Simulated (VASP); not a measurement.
# InP in VASP: single point with PBEsol

Aim: the single point of InP with PBEsol.

Program: VASP 6.6.1. These are calculated values, not measurements. Logs are shortened: lines on timing, memory, paths and dates and some standing lists are left out, and cuts for length are marked.

## Step 1: The cell of the first run

The cell holds a slab with vacuum, 8 atoms: a = 4.157 Å, b = 5.878 Å, c = 23.235 Å, α = 90.00°, β = 90.00°, γ = 90.00°.

## Step 2: Single point, PBEsol

File INCAR:

```
SYSTEM = InP
PREC = Accurate ; ENCUT = 520
EDIFF = 1E-7 ; ISMEAR = 0
SIGMA = 0.05 ; LREAL = .FALSE.
LASPH = .TRUE. ; NELM = 100
ALGO = Normal ; ISIF = 2
LWAVE = .FALSE. ; LCHARG = .TRUE.
LDIPOL = .TRUE. ; IDIPOL = 3
DIPOL = 0.5 0.5 0.499 ; GGA = PS
LELF = .TRUE. ; LVHAR = .TRUE.
LVACPOTAV = .TRUE. ; NBANDS = 46
```

File KPOINTS:

```
regular mesh
0
G
  7 5 1
  0 0 0
```

File POSCAR:

```
InP
1.0
    4.1565023981      0.0000000000      0.0000000000
    0.0000000000      5.8781820634      0.0000000000
    0.0000000000      0.0000000000     23.2347535971
In P
4 4
Direct
    0.5000000000      0.5000000000      0.3658312951
    0.0000000000      0.0000000000      0.4552770984
    0.5000000000      0.5023590500      0.5485477106
    0.0000000000     -0.0645769269      0.6161922961
    0.0000000000      0.2500000000      0.3658312951
    0.5000000000      0.7500000000      0.4552770984
    0.0000000000      0.2550858028      0.5452717588
    0.5000000000      0.7226614930      0.6434103881
```

Potentials or basis: VASP PAW PBE potentials, release 64 (In_d, P).

Started as:

```console
cat potpaw_PBE.64/In_d/POTCAR potpaw_PBE.64/P/POTCAR > POTCAR
mpirun -np 1 vasp_std > vasp.out
```

OUTCAR:

```text
SYSTEM = InP
   PREC = Accurate
   ENCUT = 520
   EDIFF = 1E-7
   ISMEAR = 0
   LREAL = .FALSE.
   LASPH = .TRUE.
   NELM = 100
   ISIF = 2
   GGA = PS

 ion  position               nearest neighbor table
   1  0.500  0.500  0.366-   5 2.55   5 2.55   6 2.55
   2  0.000  0.000  0.455-   6 2.55   6 2.55   5 2.55   7 2.57   4 3.76
   3  0.500  0.502  0.549-   7 2.54   7 2.54   8 2.56   6 2.61   4 3.64   4 3.64
   4  0.000  0.935  0.616-   7 2.50   8 2.51   8 2.51   3 3.64   3 3.64   2 3.76
   5  0.000  0.250  0.366-   1 2.55   1 2.55   2 2.55
   6  0.500  0.750  0.455-   2 2.55   2 2.55   1 2.55   3 2.61
   7  0.000  0.255  0.545-   4 2.50   3 2.54   3 2.54   2 2.57
   8  0.500  0.723  0.643-   4 2.51   4 2.51   3 2.56

  LATTYP: Found a simple orthorhombic cell.
 ALAT       =     4.1565023981
 B/A-ratio  =     1.4142135624
 C/A-ratio  =     5.5899771904

  Lattice vectors:

 A1 = (   4.1565023981,   0.0000000000,   0.0000000000)
 A2 = (   0.0000000000,   5.8781820634,   0.0000000000)
 A3 = (   0.0000000000,   0.0000000000,  23.2347535971)

Analysis of symmetry for initial positions (statically):
=====================================================================
 Subroutine PRICEL returns:
 Original cell was already a primitive cell.

 Routine SETGRP: Setting up the symmetry group for a
 simple orthorhombic supercell.

 Subroutine GETGRP returns: Found  2 space group operations
 (whereof  2 operations were pure point group operations)
 out of a pool of  8 trial point group operations.

The static configuration has the point symmetry C_1h.

Analysis of symmetry for dynamics (positions and initial velocities):
=====================================================================
 Subroutine PRICEL returns:
 Original cell was already a primitive cell.

 Routine SETGRP: Setting up the symmetry group for a
 simple orthorhombic supercell.

 Subroutine GETGRP returns: Found  2 space group operations
 (whereof  2 operations were pure point group operations)
 out of a pool of  8 trial point group operations.

The dynamic configuration has the point symmetry C_1h.

 Subroutine INISYM returns: Found  2 space group operations
 (whereof  2 operations are pure point group operations),
 and found     1 'primitive' translations

[... 97 lines left out ...]
   IBRION =     -1    ionic relax: 0-MD 1-quasi-New 2-CG
   NFREE  =      0    steps in history (QN), initial steepest desc. (CG)
   ISIF   =      2    stress and relaxation
   ISYM   =      2    0-nonsym 1-usesym 2-fastsym
   POTIM  = 0.5000    time-step for ionic-motion
   TEBEG  =    0.0;   TEEND  =   0.0 temperature during run
   PSTRESS=    0.0 pullay stress
   NELECT =      72.0000    total number of electrons
   NUPDOWN=      -1.0000    fix difference up-down
   EMIN   =  10.00;   EMAX   =-10.00  energy-range for DOS
   EFERMI =   0.00;   METHOD = LEGACY
   ISMEAR =     0;   SIGMA  =   0.05  broadening in eV -4-tet -1-fermi 0-gaus
   EFERMI_NEDOS =   21; number of points for ismear=-14 and -15
   IALGO  =     38    algorithm
   IMIX   =      4    mixing-type and parameters
     AMIX     =   0.40;   BMIX     =  1.00
     AMIX_MAG =   1.60;   BMIX_MAG =  1.00
  volume/ion in A,a.u.               =      70.96       478.87
  Fermi-wavevector in a.u.,A,eV,Ry     =   0.822525  1.554347  9.204993  0.676548
  Thomas-Fermi vector in A             =   1.933876
   LORBIT       =      0    0 simple, 1 ext, 2 COOP (PROOUT), +10 PAW based schemes
   GGA     = PS    functional components
   LHFCALC =     F    Hartree Fock is set to
   AEXX    =    0.0000 exact exchange contribution
   IVDW    =     0    specifies the selected vdW correction
   LEPSILON=     F    determine dielectric tensor
   LRPA    =     F    only Hartree local field effects (RPA)
 non-spin polarized calculation
 Gauss-broadening in eV      SIGMA  =   0.05
  energy-cutoff  :      520.00
  volume of cell :      567.69
 maximum number of plane-waves:     15315
 NGX is ok and might be reduce to    32
   NGX = 15   NGY = 21   NGZ = 87

 number of electron      71.9999994 magnetization

 dipolmoment           0.000000      0.000000      0.035223 electrons x Angstroem

 Free energy of the ion-electron system (eV)
  ---------------------------------------------------
  ext. energy  EPLUGINS =         0.00000000
  ---------------------------------------------------
  free energy    TOTEN  =       -33.93046830 eV

  energy without entropy =      -33.93046830  energy(sigma->0) =      -33.93046830

 E-fermi :  -1.1810     XC(G=0):  -3.9633

 val. band max:       -1.4320934693   @ k =   0.0000   0.0000   0.0000
 cond. band min:      -0.6908991766   @ k =   0.0000   0.0000   0.0000
 fundamental gap:      0.7411942927
 Fermi energy:        -1.1809969740

 k-point     1 :       0.0000    0.0000    0.0000
  band No.  band energies     occupation
      1     -15.7621      2.00000
      2     -15.7213      2.00000
      3     -15.6829      2.00000
      4     -15.6484      2.00000
      5     -15.6125      2.00000
      6     -15.6080      2.00000
[... 577 lines left out ...]
     45       3.7164      0.00000
     46       3.9013      0.00000

------------------------ aborting loop because EDIFF is reached ----------------------------------------

  FORCE on cell =-STRESS in cart. coord.  units (eV):
  Direction    XX          YY          ZZ          XY          YZ          ZX
  --------------------------------------------------------------------------------------
  -------------------------------------------------------------------------------------
  Total       -1.8324047     -1.6293141     -0.1796881      0.0000000      1.5059110      0.0000000
  in kB       -5.1715752     -4.5983948     -0.5071316      0.0000000      4.2501156      0.0000000
  external PRESSURE =      -3.4257005 kB  Pullay stress =       0.0000000 kB

 VOLUME and BASIS-vectors are now :
 -----------------------------------------------------------------------------
  energy-cutoff  :      520.00
  volume of cell :      567.69
      direct lattice vectors                 reciprocal lattice vectors
     4.156502398  0.000000000  0.000000000     0.240586894  0.000000000  0.000000000
     0.000000000  5.878182063  0.000000000     0.000000000  0.170120624  0.000000000
     0.000000000  0.000000000 23.234753597     0.000000000  0.000000000  0.043038976

 POSITION                                       TOTAL-FORCE (eV/Angst)
 -----------------------------------------------------------------------------------
      2.07825      2.93909      8.50000         0.000000     -1.046146      1.166776
      0.00000      0.00000     10.57825         0.000000      0.376215      0.040613
      2.07825      2.95296     12.74537         0.000000     -0.008295      0.017376
      0.00000      5.49859     14.31708         0.000000     -0.013126      0.008917
      0.00000      1.46955      8.50000         0.000000      0.308672     -1.099313
      2.07825      4.40864     10.57825         0.000000      0.372898     -0.116264
      0.00000      1.49944     12.66925         0.000000      0.000617     -0.013781
      2.07825      4.24794     14.94948         0.000000      0.009165     -0.004323
 -----------------------------------------------------------------------------------
    total drift:                                0.000000      0.000424     -0.000914

  FREE ENERGIE OF THE ION-ELECTRON SYSTEM (eV)
  ---------------------------------------------------
  free  energy   TOTEN  =       -33.9304682995 eV

  energy  without entropy=      -33.9304682995  energy(sigma->0) =      -33.93046830

 vacuum level on the upper side and lower side of the slab         3.674         3.413
```

Wall time 10 min (1 thread of Intel Xeon Platinum 8259CL at 2.50GHz (Skylake/Cascade Lake), shared host); peak memory 0.69 GiB.

Results:

| Item | Value |
| --- | --- |
| Free energy | -33.9305 eV |
| Largest force | 1.567 eV/Å |
| Band gap on the k mesh | 0.74 eV |

Forces in eV/Å, atoms in the order of the input:
```
In   0.000 -1.046  1.167
In   0.000  0.376  0.041
In   0.000 -0.008  0.017
In   0.000 -0.013  0.009
P    0.000  0.309 -1.099
P    0.000  0.373 -0.116
P    0.000  0.001 -0.014
P    0.000  0.009 -0.004
```

Levels at points of the mesh, in eV from the valence-band top:
| k point | band 32 | band 33 | band 34 | band 35 | band 36 | band 37 | band 38 | band 39 | band 40 | band 41 |
| --- | --- | --- | --- | --- | --- | --- | --- | --- | --- | --- |
| (0.00, 0.00, 0.00) | -1.24 | -0.80 | -0.38 | -0.18 | 0.00 | 0.74 | 1.89 | 1.99 | 2.71 | 2.93 |

Caveat: the PAW data sets were made with another functional, which shifts forces and pressure a little; spin-orbit coupling is left out, which moves the levels of the heavy elements.
